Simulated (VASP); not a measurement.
# PbSe (Fm-3m) in VASP: a series of runs

Aim: see how the results for PbSe move with the level of theory and the settings. Levels: PBE0, r2SCANh. Tasks: single point.

All numbers are computed with VASP 6.6.1; they aren't measurements. Logs are shortened: lines on timing, memory, paths and dates and some standing lists are left out, and cuts for length are marked.

## Step 1: The cell of the first run

The structure is cubic, space group Fm-3m (No. 225). Conventional cell: a = 6.121 Å, b = 6.121 Å, c = 6.121 Å, α = 90.00°, β = 90.00°, γ = 90.00°. Within 4.0 Å of Pb (site symmetry m-3m) lie 6 Se at 3.06 Å. Within 4.0 Å of Se (site symmetry m-3m) lie 6 Pb at 3.06 Å.

## Step 2: Single point, PBE0

The input, POSCAR:

```
PbSe
1.0
    0.0000000000      3.0606500000      3.0606500000
    3.0606500000      0.0000000000      3.0606500000
    3.0606500000      3.0606500000      0.0000000000
Pb Se
1 1
Direct
    0.0000000000      0.0000000000      0.0000000000
    0.5000000000      0.5000000000      0.5000000000
```

The input, INCAR.step1:

```
SYSTEM = PbSe
PREC = Accurate
ENCUT = 520
EDIFF = 1E-5
ISMEAR = -1
SIGMA = 0.05
LREAL = .False.
LASPH = .True.
NELM = 80
ALGO = Normal
ISIF = 2
LWAVE = .True.
GGA = PE
NBANDS = 17
```

The input, INCAR.step2:

```
SYSTEM = PbSe
PREC = Accurate
ENCUT = 520
EDIFF = 1E-6
ISMEAR = -1
SIGMA = 0.05
LREAL = .False.
LASPH = .True.
NELM = 80
ALGO = Normal
ISIF = 2
LWAVE = .False.
LCHARG = .True.
GGA = PE
LHFCALC = .True.
AEXX = 0.25
PRECFOCK = Normal
LELF = .True.
LVHAR = .True.
ISTART = 1
NBANDS = 17
```

The input, KPOINTS:

```
Automatic mesh
0
Gamma
  6 6 6
  0 0 0
```

Potentials or basis: VASP PAW PBE potentials, release 64 (Pb_d, Se).

Started as:

```console
$ cat potpaw_PBE.64/Pb_d/POTCAR potpaw_PBE.64/Se/POTCAR > POTCAR
$ cp INCAR.step1 INCAR
$ mpirun -np 1 vasp_std > vasp.out
$ cp INCAR.step2 INCAR
$ mpirun -np 1 vasp_std > vasp.out
```

OUTCAR:

```text
SYSTEM = PbSe
   PREC = Accurate
   ENCUT = 520
   EDIFF = 1E-6
   ISMEAR = -1
   LREAL = .False.
   LASPH = .True.
   NELM = 80
   ISIF = 2
   GGA = PE
   LHFCALC = .True.
   AEXX = 0.25
   PRECFOCK = Normal
   ISTART = 1

 ion  position               nearest neighbor table
   1  0.000  0.000  0.000-   2 3.06   2 3.06   2 3.06   2 3.06   2 3.06   2 3.06
   2  0.500  0.500  0.500-   1 3.06   1 3.06   1 3.06   1 3.06   1 3.06   1 3.06

  LATTYP: Found a face centered cubic cell.
 ALAT       =     6.1213000000

  Lattice vectors:

 A1 = (   0.0000000000,   3.0606500000,   3.0606500000)
 A2 = (   3.0606500000,   0.0000000000,   3.0606500000)
 A3 = (   3.0606500000,   3.0606500000,   0.0000000000)

Analysis of symmetry for initial positions (statically):
=====================================================================
 Subroutine PRICEL returns:
 Original cell was already a primitive cell.

 Routine SETGRP: Setting up the symmetry group for a
 face centered cubic supercell.

 Subroutine GETGRP returns: Found 48 space group operations
 (whereof 48 operations were pure point group operations)
 out of a pool of 48 trial point group operations.

The static configuration has the point symmetry O_h .

Analysis of symmetry for dynamics (positions and initial velocities):
=====================================================================
 Subroutine PRICEL returns:
 Original cell was already a primitive cell.

 Routine SETGRP: Setting up the symmetry group for a
 face centered cubic supercell.

 Subroutine GETGRP returns: Found 48 space group operations
 (whereof 48 operations were pure point group operations)
 out of a pool of 48 trial point group operations.

The dynamic configuration has the point symmetry O_h .

 Subroutine INISYM returns: Found 48 space group operations
 (whereof 48 operations are pure point group operations),
 and found     1 'primitive' translations

----------------------------------------------------------------------------------------

                                     Primitive cell

  volume of cell :      57.3418

  direct lattice vectors                    reciprocal lattice vectors
     0.000000000  3.060650000  3.060650000    -0.163363991  0.163363991  0.163363991
     3.060650000  0.000000000  3.060650000     0.163363991 -0.163363991  0.163363991
     3.060650000  3.060650000  0.000000000     0.163363991  0.163363991 -0.163363991

[... 79 lines left out ...]
   NFREE  =      0    steps in history (QN), initial steepest desc. (CG)
   ISIF   =      2    stress and relaxation
   ISYM   =      3    0-nonsym 1-usesym 2-fastsym
   POTIM  = 0.5000    time-step for ionic-motion
   TEBEG  =    0.0;   TEEND  =   0.0 temperature during run
   PSTRESS=    0.0 pullay stress
   NELECT =      20.0000    total number of electrons
   NUPDOWN=      -1.0000    fix difference up-down
   EMIN   =  10.00;   EMAX   =-10.00  energy-range for DOS
   EFERMI =   0.00;   METHOD = LEGACY
   ISMEAR =    -1;   SIGMA  =   0.05  broadening in eV -4-tet -1-fermi 0-gaus
   EFERMI_NEDOS =   21; number of points for ismear=-14 and -15
   IALGO  =     38    algorithm
   IMIX   =      1    mixing-type and parameters
     AMIX     =   0.40;   BMIX     =  1.00
     AMIX_MAG =   1.60;   BMIX_MAG =  1.00
  volume/ion in A,a.u.               =      28.67       193.48
  Fermi-wavevector in a.u.,A,eV,Ry     =   1.152377  2.177676 18.068159  1.327972
  Thomas-Fermi vector in A             =   2.289028
   LORBIT       =      0    0 simple, 1 ext, 2 COOP (PROOUT), +10 PAW based schemes
   GGA     = PE    functional components
   LHFCALC =     T    Hartree Fock is set to
   PRECFOCK=normal    Normal, Fast or Accurate (Low or Medium for compatibility)
   ENCUT4O =  -1.0   cutoff for four orbital integrals eV
   NKREDX  =     1    reduce k-point grid by
   NKREDY  =     1    reduce k-point grid by
   NKREDZ  =     1    reduce k-point grid by
   AEXX    =    0.2500 exact exchange contribution
   HFSCREEN=    0.0000 screening length (either q_TF or 0.3 A-1)
   HFSCREENC=   0.0000 screening length for correlation (either q_TF or 0.3 A-1)
   ENCUTFOCK=  -1.0 apply spherical cutoff to Coloumb kernel
   IVDW    =     0    specifies the selected vdW correction
   LEPSILON=     F    determine dielectric tensor
   LRPA    =     F    only Hartree local field effects (RPA)
 non-spin polarized calculation
  energy-cutoff  :      520.00
  volume of cell :       57.34
 maximum number of plane-waves:      1572
  NGX = 28; NGY = 28; NGZ = 28

 number of electron      20.0000000 magnetization

 Free energy of the ion-electron system (eV)
  ---------------------------------------------------
  ext. energy  EPLUGINS =         0.00000000
  ---------------------------------------------------
  free energy    TOTEN  =       -10.73833173 eV

  energy without entropy =      -10.73833159  energy(sigma->0) =      -10.73833166

 E-fermi :   5.1401     XC(G=0):  -7.5422

 val. band max:        4.4982204235   @ k =   0.5000   0.0000   0.0000
 cond. band min:       5.7819304175   @ k =   0.5000   0.0000   0.0000
 fundamental gap:      1.2837099939
 Fermi energy:         5.1400981091

 k-point     1 :       0.0000    0.0000    0.0000
  band No.  band energies     occupation
      1     -14.2610      2.00000
      2     -14.2610      2.00000
      3     -14.2539      2.00000
      4     -14.2539      2.00000
      5     -14.2539      2.00000
      6     -10.6750      2.00000
[... 297 lines left out ...]
      4     -14.2261      2.00000
      5     -14.2098      2.00000
      6      -9.0499      2.00000
[... 9 lines left out ...]
     16      17.8045      0.00000
     17      18.8213      0.00000

------------------------ aborting loop because EDIFF is reached ----------------------------------------

  FORCE on cell =-STRESS in cart. coord.  units (eV):
  Direction    XX          YY          ZZ          XY          YZ          ZX
  --------------------------------------------------------------------------------------
  -------------------------------------------------------------------------------------
  Total        0.4264952      0.4264952      0.4264952      0.0000000      0.0000000      0.0000000
  in kB       11.9166366     11.9166366     11.9166366      0.0000000      0.0000000      0.0000000
  external PRESSURE =      11.9166366 kB  Pullay stress =       0.0000000 kB

 VOLUME and BASIS-vectors are now :
 -----------------------------------------------------------------------------
  energy-cutoff  :      520.00
  volume of cell :       57.34
      direct lattice vectors                 reciprocal lattice vectors
     0.000000000  3.060650000  3.060650000    -0.163363991  0.163363991  0.163363991
     3.060650000  0.000000000  3.060650000     0.163363991 -0.163363991  0.163363991
     3.060650000  3.060650000  0.000000000     0.163363991  0.163363991 -0.163363991

 POSITION                                       TOTAL-FORCE (eV/Angst)
 -----------------------------------------------------------------------------------
      0.00000      0.00000      0.00000         0.000000     -0.000000      0.000000
      3.06065      3.06065      3.06065        -0.000000      0.000000     -0.000000
 -----------------------------------------------------------------------------------
    total drift:                               -0.000000     -0.000001     -0.000001

  FREE ENERGIE OF THE ION-ELECTRON SYSTEM (eV)
  ---------------------------------------------------
  free  energy   TOTEN  =       -10.7383317286 eV

  energy  without entropy=      -10.7383315922  energy(sigma->0) =      -10.73833166
```

OUTCAR.step1:

```text
SYSTEM = PbSe
   PREC = Accurate
   ENCUT = 520
   EDIFF = 1E-5
   ISMEAR = -1
   LREAL = .False.
[... 530 lines left out ...]
      0.00000      0.00000      0.00000        -0.000000     -0.000000     -0.000000
      3.06065      3.06065      3.06065         0.000000      0.000000      0.000000
 -----------------------------------------------------------------------------------
    total drift:                                0.000000     -0.000000     -0.000000

  FREE ENERGIE OF THE ION-ELECTRON SYSTEM (eV)
  ---------------------------------------------------
  free  energy   TOTEN  =        -8.1814518136 eV

  energy  without entropy=       -8.1807087866  energy(sigma->0) =       -8.18108030
```

Run time: 57 min. Hardware: 1 thread of Intel Xeon 6975P-C (Granite Rapids), shared host; peak memory 0.22 GiB.

Results:

```
Free energy            : -10.7383 eV
Pressure               : 1.2 GPa
Band gap on the k mesh : 1.28 eV
```

Caveat: the PAW data sets were made with another functional, which shifts forces and pressure a little; spin-orbit coupling is left out, which moves the levels of the heavy elements. A k mesh can miss the band edges.

## Step 3: Single point, r2SCANh

This run uses another cell than the first one, of 26.95 Å³/atom.

The input, POSCAR:

```
PbSe
1.0
    0.0000000000      2.9981702236      2.9981702236
    2.9981702236      0.0000000000      2.9981702236
    2.9981702236      2.9981702236      0.0000000000
Pb Se
1 1
Direct
    0.0000000000      0.0000000000      0.0000000000
    0.5000000000      0.5000000000      0.5000000000
```

INCAR.step1: that of step 2 with these lines changed.

```diff
@@ -8,3 +8,3 @@
 LASPH = .True.
-NELM = 80
+NELM = 100
 ALGO = Normal
@@ -12,3 +12,4 @@
 LWAVE = .True.
+LCHARG = .False.
+NBANDS = 17
 GGA = PE
-NBANDS = 17
```

The input, INCAR.step2:

```
SYSTEM = PbSe
PREC = Accurate
ENCUT = 520
EDIFF = 1E-6
ISMEAR = -1
SIGMA = 0.05
LREAL = .False.
LASPH = .True.
NELM = 100
ALGO = Normal
ISIF = 2
LWAVE = .False.
LCHARG = .False.
METAGGA = R2SCAN
LHFCALC = .True.
AEXX = 0.1
LMIXTAU = .True.
PRECFOCK = Normal
NBANDS = 17
ISTART = 1
```

The input, KPOINTS:

```
regular mesh
0
Gamma
  4 4 4
  0 0 0
```

Potentials or basis: VASP PAW PBE potentials, release 64 (Pb_d, Se).

Started as:

```console
$ cat potpaw_PBE.64/Pb_d/POTCAR potpaw_PBE.64/Se/POTCAR > POTCAR
$ cp INCAR.step1 INCAR
$ mpirun -np 1 vasp_std > vasp.out
$ cp INCAR.step2 INCAR
$ mpirun -np 1 vasp_std > vasp.out
```

Wall time 17 min (1 thread of Intel Xeon 8259CL, shared host); peak memory 0.2 GiB.

Results (log left out):

- Free energy: -66.6993 eV
- Pressure: 5.4 GPa
- Band gap on the k mesh: 0.72 eV

Levels at points of the mesh, in eV from the valence-band top:
```tsv
k point	band 6	band 7	band 8	band 9	band 10	band 11	band 12	band 13	band 14	band 15
(0.00, 0.00, 0.00)	-15.37	-6.49	-2.56	-2.56	-2.56	5.64	5.64	5.64	7.21	7.21
(0.50, 0.00, 0.00)	-14.06	-9.90	-2.07	-2.07	0.00	0.72	2.10	2.10	9.62	11.12
(0.50, 0.50, 0.00)	-13.53	-8.00	-6.07	-4.09	-4.09	4.08	6.74	6.74	7.27	12.47
```

Caveat: the k points lie up to 0.45 Å⁻¹ apart; the PAW data sets were made with another functional, which shifts forces and pressure a little; spin-orbit coupling is left out, which moves the levels of the heavy elements.

(Continued in part 2 of 2.)
